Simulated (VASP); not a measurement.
# Ta2Mo (Fd-3m) in VASP: further runs

Runs on Ta2Mo. Level: PBE. Tasks: single point.

All numbers are computed with VASP 6.6.1; they aren't measurements. Logs are shortened: lines on timing, memory, paths and dates and some standing lists are left out, and cuts for length are marked.

### 1 The cell of the first run

The structure is cubic, space group Fd-3m (No. 227). The conventional cell has a = 7.279 Å, b = 7.279 Å, c = 7.279 Å, α = 90.00°, β = 90.00°, γ = 90.00°. Within 3.4 Å of Ta (site symmetry -3m) lie 6 Ta at 2.57 Å and 6 Mo at 3.02 Å. Within 4.0 Å of Mo (site symmetry -43m) lie 12 Ta at 3.02 Å and 4 Mo at 3.15 Å.

### 2 Single point, PBE

The input, INCAR:

```
SYSTEM = Ta2Mo
ALGO     = Fast           ! electronic algorithm
EDIFF    = 1E-6           ! SCF threshold, eV
ENCUT    = 520            ! plane-wave cutoff, eV
GGA      = PE             ! functional
ISIF     = 2              ! what is computed and relaxed
ISMEAR   = 0              ! smearing method
LASPH    = .True.         ! aspherical terms in the spheres
LCHARG   = .True.         ! write CHGCAR
LELF     = .True.         ! ELF
LREAL    = .False.        ! projectors in reciprocal space
LVHAR    = .True.       
LWAVE    = .False.        ! write WAVECAR
NBANDS   = 45             ! bands
NELM     = 100            ! most SCF steps
PREC     = Accurate       ! precision mode
SIGMA    = 0.1            ! smearing width, eV
```

The input, KPOINTS:

```
k-points
0
Gamma
  4 4 4
  0 0 0
```

The input, POSCAR:

```
Ta2Mo
1.0
    0.0000000000      3.6395306900      3.6395306900
    3.6395306900      0.0000000000      3.6395306900
    3.6395306900      3.6395306900      0.0000000000
Ta Mo
4 2
Direct
    0.6250000000      0.6250000000      0.1250000000
    0.6250000000      0.1250000000      0.6250000000
    0.6250000000      0.6250000000      0.6250000000
    0.1250000000      0.6250000000      0.6250000000
    0.2500000000      0.2500000000      0.2500000000
    0.0000000000      0.0000000000      0.0000000000
```

Potentials or basis: VASP PAW PBE potentials, release 64 (Ta_pv, Mo_sv).

On the command line:

```bash
cat potpaw_PBE.64/Ta_pv/POTCAR potpaw_PBE.64/Mo_sv/POTCAR > POTCAR
mpirun -np 1 vasp_std > vasp.out
```

OUTCAR:

```text
SYSTEM = Ta2Mo
   EDIFF = 1E-6
   ENCUT = 520
   GGA = PE
   ISIF = 2
   ISMEAR = 0
   LASPH = .True.
   LREAL = .False.
   NELM = 100
   PREC = Accurate

 ion  position               nearest neighbor table
   1  0.625  0.625  0.125-   3 2.57   2 2.57   3 2.57   4 2.57   2 2.57   4 2.57   6 3.02   5 3.02
                             5 3.02   6 3.02   5 3.02   6 3.02
   2  0.625  0.125  0.625-   3 2.57   1 2.57   1 2.57   3 2.57   4 2.57   4 2.57   6 3.02   5 3.02
                             5 3.02   6 3.02   5 3.02   6 3.02
   3  0.625  0.625  0.625-   1 2.57   2 2.57   4 2.57   1 2.57   2 2.57   4 2.57   5 3.02   6 3.02
                             5 3.02   6 3.02   5 3.02   6 3.02
   4  0.125  0.625  0.625-   3 2.57   1 2.57   2 2.57   1 2.57   2 2.57   3 2.57   6 3.02   5 3.02
                             6 3.02   5 3.02   6 3.02   5 3.02
   5  0.250  0.250  0.250-   1 3.02   2 3.02   4 3.02   3 3.02   3 3.02   3 3.02   1 3.02   2 3.02
                             4 3.02   1 3.02   2 3.02   4 3.02   6 3.15   6 3.15   6 3.15   6 3.15
   6  0.000  0.000  0.000-   3 3.02   3 3.02   3 3.02   1 3.02   2 3.02   4 3.02   2 3.02   1 3.02
                             4 3.02   1 3.02   2 3.02   4 3.02   5 3.15   5 3.15   5 3.15   5 3.15

  LATTYP: Found a face centered cubic cell.
 ALAT       =     7.2790613800

  Lattice vectors:

 A1 = (   0.0000000000,   3.6395306900,   3.6395306900)
 A2 = (   3.6395306900,   0.0000000000,   3.6395306900)
 A3 = (   3.6395306900,   3.6395306900,   0.0000000000)

Analysis of symmetry for initial positions (statically):
=====================================================================
 Subroutine PRICEL returns:
 Original cell was already a primitive cell.

 Routine SETGRP: Setting up the symmetry group for a
 face centered cubic supercell.

 Subroutine GETGRP returns: Found 48 space group operations
 (whereof 24 operations were pure point group operations)
 out of a pool of 48 trial point group operations.

The static configuration has the point symmetry T_d .
 The point group associated with its full space group is O_h .

Analysis of symmetry for dynamics (positions and initial velocities):
=====================================================================
 Subroutine PRICEL returns:
 Original cell was already a primitive cell.

 Routine SETGRP: Setting up the symmetry group for a
 face centered cubic supercell.

 Subroutine GETGRP returns: Found 48 space group operations
 (whereof 24 operations were pure point group operations)
 out of a pool of 48 trial point group operations.

The dynamic configuration has the point symmetry T_d .
 The point group associated with its full space group is O_h .

 Subroutine INISYM returns: Found 48 space group operations
 (whereof 24 operations are pure point group operations),
 and found     1 'primitive' translations

----------------------------------------------------------------------------------------

                                     Primitive cell

  volume of cell :      96.4198

  direct lattice vectors                    reciprocal lattice vectors
     0.000000000  3.639530690  3.639530690    -0.137380350  0.137380350  0.137380350
     3.639530690  0.000000000  3.639530690     0.137380350 -0.137380350  0.137380350
     3.639530690  3.639530690  0.000000000     0.137380350  0.137380350 -0.137380350

  length of vectors
     5.147073662  5.147073662  5.147073662     0.237949746  0.237949746  0.237949746

  position of ions in fractional coordinates (direct lattice)
     0.625000000  0.625000000  0.125000000
     0.625000000  0.125000000  0.625000000
     0.625000000  0.625000000  0.625000000
     0.125000000  0.625000000  0.625000000
     0.250000000  0.250000000  0.250000000
     0.000000000  0.000000000  0.000000000

  ion indices of the primitive-cell ions
   primitive index   ion index
                 1           1
                 2           2
                 3           3
                 4           4
                 5           5
                 6           6

----------------------------------------------------------------------------------------

 KPOINTS: k-points

Automatic generation of k-mesh.
 Grid dimensions read from file:
 generate k-points for:    4    4    4

 Generating k-lattice:

  Cartesian coordinates                     Fractional coordinates (reciprocal lattice)
    -0.034345087  0.034345087  0.034345087     0.250000000  0.000000000  0.000000000
     0.034345087 -0.034345087  0.034345087     0.000000000  0.250000000  0.000000000
     0.034345087  0.034345087 -0.034345087     0.000000000  0.000000000  0.250000000

  Length of vectors
     0.059487437  0.059487437  0.059487437

  Shift w.r.t. Gamma in fractional coordinates (k-lattice)
     0.000000000  0.000000000  0.000000000

 Subroutine IBZKPT returns following result:
 ===========================================

 Found      8 irreducible k-points:

 Following reciprocal coordinates:
            Coordinates               Weight
  0.000000  0.000000  0.000000      1.000000
  0.250000  0.000000  0.000000      8.000000
  0.500000  0.000000  0.000000      4.000000
  0.250000  0.250000  0.000000      6.000000
  0.500000  0.250000  0.000000     24.000000
 -0.250000  0.250000  0.000000     12.000000
  0.500000  0.500000  0.000000      3.000000
 -0.250000  0.500000  0.250000      6.000000
   k-points           NKPTS =      8   k-points in BZ     NKDIM =      8   number of bands    NBANDS=     45
   number of dos      NEDOS =    301   number of ions     NIONS =      6
   total plane-waves  NPLWV =  64000
   dimension x,y,z NGX =    40 NGY =   40 NGZ =   40
   dimension x,y,z NGXF=    80 NGYF=   80 NGZF=   80
   ions per type =               4   2
   NGX,Y,Z   is equivalent  to a cutoff of  12.92, 12.92, 12.92 a.u.
   NGXF,Y,Z  is equivalent  to a cutoff of  25.84, 25.84, 25.84 a.u.
 SYSTEM =  Ta2Mo
   PREC   = accura    normal or accurate (medium, high low for compatibility)
   ISTART =      0    job   : 0-new  1-cont  2-samecut
   ICHARG =      2    charge: 1-file 2-atom 10-const
   ISPIN  =      1    spin polarized calculation?
   LNONCOLLINEAR =      F non collinear calculations
   LSORBIT =      F    spin-orbit coupling
   LASPH  =      T    aspherical Exc in radial PAW
   ENCUT  =  520.0 eV  38.22 Ry    6.18 a.u.   9.57  9.57  9.57*2*pi/ulx,y,z
   NELM   =    100;   NELMIN=  2; NELMDL= -5     # of ELM steps
   EDIFF  = 0.1E-05   stopping-criterion for ELM
   LREAL  =      F    real-space projection
   EDIFFG = 0.1E-04   stopping-criterion for IOM
   NSW    =      0    number of steps for IOM
   IBRION =     -1    ionic relax: 0-MD 1-quasi-New 2-CG
   NFREE  =      0    steps in history (QN), initial steepest desc. (CG)
   ISIF   =      2    stress and relaxation
   ISYM   =      2    0-nonsym 1-usesym 2-fastsym
   POTIM  = 0.5000    time-step for ionic-motion
   TEBEG  =    0.0;   TEEND  =   0.0 temperature during run
   PSTRESS=    0.0 pullay stress
   NELECT =      72.0000    total number of electrons
   NUPDOWN=      -1.0000    fix difference up-down
   EMIN   =  10.00;   EMAX   =-10.00  energy-range for DOS
   EFERMI =   0.00;   METHOD = LEGACY
   ISMEAR =     0;   SIGMA  =   0.10  broadening in eV -4-tet -1-fermi 0-gaus
   EFERMI_NEDOS =   21; number of points for ismear=-14 and -15
   IALGO  =     68    algorithm
   IMIX   =      4    mixing-type and parameters
     AMIX     =   0.40;   BMIX     =  1.00
     AMIX_MAG =   1.60;   BMIX_MAG =  1.00
  volume/ion in A,a.u.               =      16.07       108.45
  Fermi-wavevector in a.u.,A,eV,Ry     =   1.485241  2.806699 30.013649  2.205941
  Thomas-Fermi vector in A             =   2.598677
   LORBIT       =      0    0 simple, 1 ext, 2 COOP (PROOUT), +10 PAW based schemes
   GGA     = PE    functional components
   LHFCALC =     F    Hartree Fock is set to
   AEXX    =    0.0000 exact exchange contribution
   IVDW    =     0    specifies the selected vdW correction
   LEPSILON=     F    determine dielectric tensor
   LRPA    =     F    only Hartree local field effects (RPA)
 non-spin polarized calculation
 RMM-DIIS sequential band-by-band and
 Gauss-broadening in eV      SIGMA  =   0.10
  energy-cutoff  :      520.00
  volume of cell :       96.42
 maximum number of plane-waves:      2637
 NGX is ok and might be reduce to    40
   NGX = 19   NGY = 19   NGZ = 19

 number of electron      71.9999999 magnetization

 Free energy of the ion-electron system (eV)
  ---------------------------------------------------
  ext. energy  EPLUGINS =         0.00000000
  ---------------------------------------------------
  free energy    TOTEN  =       -65.39511466 eV

  energy without entropy =      -65.36400917  energy(sigma->0) =      -65.37956192

 E-fermi :   8.3894     XC(G=0): -13.1855

 val. band max:        8.2717330506   @ k =   0.5000   0.0000   0.0000
 cond. band min:       8.4008066988   @ k =  -0.2500   0.5000   0.2500
 fundamental gap:      0.1290736482
 Fermi energy:         8.3893719592

 k-point     1 :       0.0000    0.0000    0.0000
  band No.  band energies     occupation
      1     -52.6004      2.00000
      2     -52.5620      2.00000
      3     -27.5209      2.00000
      4     -26.7038      2.00000
      5     -26.7038      2.00000
      6     -26.7038      2.00000
[... 37 lines left out ...]
     44      12.7183      0.00000
     45      13.2516      0.00000

 k-point     2 :       0.2500    0.0000    0.0000
  band No.  band energies     occupation
      1     -52.5965      2.00000
      2     -52.5660      2.00000
      3     -27.2867      2.00000
      4     -26.7604      2.00000
      5     -26.7604      2.00000
      6     -26.7466      2.00000
[... 37 lines left out ...]
     44      12.5569      0.00000
     45      12.5866      0.00000

 k-point     3 :       0.5000    0.0000    0.0000
  band No.  band energies     occupation
      1     -52.5911      2.00000
      2     -52.5717      2.00000
      3     -27.0264      2.00000
      4     -26.7926      2.00000
      5     -26.7926      2.00000
      6     -26.6929      2.00000
[... 229 lines left out ...]
     44      11.4505      0.00000
     45      11.4834      0.00000

 k-point     8 :      -0.2500    0.5000    0.2500
  band No.  band energies     occupation
      1     -52.5814      2.00000
      2     -52.5814      2.00000
      3     -26.7667      2.00000
      4     -26.7667      2.00000
      5     -26.6828      2.00000
      6     -26.6828      2.00000
[... 37 lines left out ...]
     44      10.8613      0.00000
     45      11.4587      0.00000

------------------------ aborting loop because EDIFF is reached ----------------------------------------

  FORCE on cell =-STRESS in cart. coord.  units (eV):
  Direction    XX          YY          ZZ          XY          YZ          ZX
  --------------------------------------------------------------------------------------
  -------------------------------------------------------------------------------------
  Total       20.4543155     20.4543155     20.4543155     -0.0000000      0.0000000     -0.0000000
  in kB      339.8829504    339.8829504    339.8829504     -0.0000000      0.0000000     -0.0000000
  external PRESSURE =     339.8829504 kB  Pullay stress =       0.0000000 kB

 VOLUME and BASIS-vectors are now :
 -----------------------------------------------------------------------------
  energy-cutoff  :      520.00
  volume of cell :       96.42
      direct lattice vectors                 reciprocal lattice vectors
     0.000000000  3.639530690  3.639530690    -0.137380350  0.137380350  0.137380350
     3.639530690  0.000000000  3.639530690     0.137380350 -0.137380350  0.137380350
     3.639530690  3.639530690  0.000000000     0.137380350  0.137380350 -0.137380350

 POSITION                                       TOTAL-FORCE (eV/Angst)
 -----------------------------------------------------------------------------------
      2.72965      2.72965      4.54941        -0.000000     -0.000000     -0.000000
      2.72965      4.54941      2.72965        -0.000000     -0.000000     -0.000000
      4.54941      4.54941      4.54941        -0.000000     -0.000000     -0.000000
      4.54941      2.72965      2.72965        -0.000000     -0.000000     -0.000000
      1.81977      1.81977      1.81977        -0.000000     -0.000000     -0.000000
      0.00000      0.00000      0.00000         0.000000      0.000000      0.000000
 -----------------------------------------------------------------------------------
    total drift:                                0.000000      0.000000      0.000000

  FREE ENERGIE OF THE ION-ELECTRON SYSTEM (eV)
  ---------------------------------------------------
  free  energy   TOTEN  =       -65.3951146639 eV

  energy  without entropy=      -65.3640091741  energy(sigma->0) =      -65.37956192
```

Run time: 25 s. Hardware: 1 thread of Intel Xeon 6975P-C (Granite Rapids), shared host; peak memory 0.24 GiB.

Results:

```yaml
Free_energy: -65.3951 eV
Pressure: 34.0 GPa
Band_gap_on_the_k_mesh: zero (band 36 reaches 8.74 eV, above the bottom of band 37 at 8.27 eV)
```

Caveat: the k points lie up to 0.37 Å⁻¹ apart; spin-orbit coupling is left out, which moves the levels of the heavy elements.

(Part 1 of 2 ends here.)
